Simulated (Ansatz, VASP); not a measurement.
SiC2: VASP beside Ansatz

```
Si C
1.0
     2.82113    0.00000    0.00000
    -1.41056    2.44317    0.00000
     0.00000    0.00000    4.85123
Si C
1 2
Direct
  0.00000 0.00000 0.00000
  0.33333 0.66667 0.76047
  0.66667 0.33333 0.23953
```

Alike in both runs: task relaxation of cell and atoms; functional PBE; dispersion D3(BJ); k mesh 6 × 6 × 4; occupations gaussian, width 0.1 eV; no spin polarisation.

|  | VASP | Ansatz |
| --- | --- | --- |
| version | VASP 6.6.1 | Ansatz 0.2.0 |
| potentials or method | VASP PAW PBE potentials, release 64 (Si, C_h), cutoff 910 eV | scalar-relativistic, plane waves, PAW |
| valence electrons in the cell | 12 | 12 |

```csv
,VASP,Ansatz,Ansatz less VASP
"gap on the k mesh at the Fermi level, each at its own relaxed structure (eV)",none,none,-
relaxed volume (Å³/atom),11.44,12.42,+0.975
relaxed cell length with the largest relative difference (Å),6.517,7.065,+0.5479
```

A gap of «none» marks a metal or a gap that the smearing closes. One of these differences is far larger than is usual between the two programs; its cause wasn't traced. Ansatz's warnings: dispersion switch in reach.

The k mesh is coarse, so the values compare programs but aren't converged. Noted on VASP's run: the cutoff is short for stress, so the pressure is rough.
